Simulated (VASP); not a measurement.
CaGeH6:

```
Ca Ge H
1.0
     0.00000    3.71076    3.71076
     3.71076    0.00000    3.71076
     3.71076    3.71076    0.00000
Ca Ge H
1 1 6
Direct
  0.50000 0.50000 0.50000
  0.00000 0.00000 0.00000
  0.74762 0.25238 0.25238
  0.25238 0.74762 0.74762
  0.25238 0.74762 0.25238
  0.74762 0.25238 0.74762
  0.25238 0.25238 0.74762
  0.74762 0.74762 0.25238
```

```yaml
Program: VASP 6.6.1
Task: relaxation of cell and atoms
Functional: PBEsol
Potentials_or_basis: VASP PAW PBE potentials, release 64 (Ca_sv, Ge_d, H)
Cutoff: 600 eV
k_mesh: 6 × 6 × 6
Occupations: fermi-dirac, width 0.03 eV
Spin: no spin polarisation
```

At the start: pressure 2.0 GPa; volume 12.77 Å³/atom.

**Question.** How do energy, volume and symmetry change on relaxing?

**Answer.** Over 9 steps the energy falls by 324.2 meV/atom and the volume is 14.27 Å³/atom (+11.7 %); space group Fm-3m (No. 225, to 0.05 Å).

The path:
| step | energy change (eV) | largest force (eV/Å) | pressure (GPa) | volume (Å³) |
| --- | --- | --- | --- | --- |
| 1 | 0.0000 | 3.1982 | 1.95 | 102.19 |
| 2 | -2.1283 | 1.3174 | 1.01 | 104.51 |
| 3 | -2.5273 | 0.0759 | 2.89 | 106.03 |
| 4 | -2.5270 | 0.0017 | 2.80 | 105.95 |
| 5 | -2.5742 | 0.1262 | 1.01 | 109.99 |
| 6 | -2.5808 | 0.2409 | -0.52 | 114.16 |
| 7 | -2.5828 | 0.2061 | -0.05 | 112.85 |
| 8 | -2.5928 | 0.0591 | -0.07 | 113.81 |
| 9 | -2.5937 | 0.0066 | -0.03 | 114.15 |

Final structure:
```xyz
8
Lattice="0.0000 3.8502 3.8502 3.8502 0.0000 3.8502 3.8502 3.8502 0.0000" Properties=species:S:1:pos:R:3 pbc="T T T"
Ca    3.8502    3.8502    3.8502
Ge    0.0000    3.8502    3.8502
H     1.6666    3.8502    3.8502
H     6.0338    3.8502    3.8502
H     3.8502    1.6666    3.8502
H     3.8502    6.0338    3.8502
H     3.8502    3.8502    1.6666
H     3.8502    3.8502    6.0338
```

Caveat: the PAW data sets were made with another functional, which shifts forces and pressure a little.
